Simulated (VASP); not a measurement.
Wanted: the native input for a VASP 6.6.1 run.

```
Task                               : relaxation of cell and atoms
Functional                         : PBE0
Potentials or basis                : VASP PAW PBE potentials, release 64 (B)
Cutoff                             : 600 eV
k mesh                             : 7 × 7 × 7
Occupations                        : fermi-dirac, width 0.05 eV
Spin                               : no spin polarisation
Dipole correction                  : no
Grid for exact exchange (PRECFOCK) : Normal
Further INCAR settings             : ALGO = Normal; EDIFF = 1e-07; IBRION = 2; EDIFFG = -0.01; NSW = 60; ISIF = 3
Share of exact exchange            : 0.25
```

B:

```
B
1.0
     1.88524    0.00000    0.00000
     0.00000    1.88524    0.00000
     0.00000    0.00000    1.88524
B
1
Direct
  0.50000 0.50000 0.50000
```

This isn't the form of B at room conditions, which is rhombohedral.

The input as run:

POSCAR

```
B
1.0
    1.8852400000      0.0000000000      0.0000000000
    0.0000000000      1.8852400000      0.0000000000
    0.0000000000      0.0000000000      1.8852400000
B
1
Direct
    0.5000000000      0.5000000000      0.5000000000
```

INCAR.step1

```
SYSTEM = B
  PREC = Accurate
  ENCUT = 600
  EDIFF = 1E-5
  ISMEAR = -1
  SIGMA = 0.05
  LREAL = .False.
  LASPH = .True.
  NELM = 100
  ALGO = Normal
  LWAVE = .True.
  LCHARG = .False.
  GGA = PE
  NBANDS = 8
```

INCAR.step2

```
SYSTEM = B
  PREC = Accurate
  ENCUT = 600
  EDIFF = 1E-7
  ISMEAR = -1
  SIGMA = 0.05
  LREAL = .False.
  LASPH = .True.
  NELM = 100
  ALGO = Normal
  ISIF = 3
  LWAVE = .False.
  LCHARG = .False.
  GGA = PE
  LHFCALC = .True.
  AEXX = 0.25
  PRECFOCK = Normal
  IBRION = 2
  NSW = 60
  EDIFFG = -0.01
  ISTART = 1
```

KPOINTS

```
Automatic mesh
0
Gamma
  7 7 7
  0 0 0
```

Potentials or basis: VASP PAW PBE potentials, release 64 (B).

Run with:

```bash
$ cat potpaw_PBE.64/B/POTCAR > POTCAR
$ cp INCAR.step1 INCAR
$ mpirun -np 1 vasp_std > vasp.out
$ cp INCAR.step2 INCAR
$ mpirun -np 1 vasp_std > vasp.out
```

It gave:

```json
{
  "Relaxed volume": "6.56 Å³/atom",
  "Relaxed cell": "a = 1.872 Å, b = 1.872 Å, c = 1.872 Å, α = 90.00°, β = 90.00°, γ = 90.00°",
  "Space group after relaxing (to 0.1 Å)": "Pm-3m (No. 221)",
  "Energy gained by relaxing": "2.4 meV/atom",
  "Ionic steps": "3",
  "Pressure after relaxing": "0.0 GPa",
  "Band gap on the k mesh": "zero (an odd number of electrons rules out a gap without spin polarisation)"
}
```

Caveat: the k points lie up to 0.48 Å⁻¹ apart in the final cell, too coarse for converged energies and pressures of a metal; the PAW data sets were made with another functional, which shifts forces and pressure a little.

It took 100 s on 1 thread of Intel Xeon 8259CL, with other jobs on the host, peak memory 0.11 GiB.
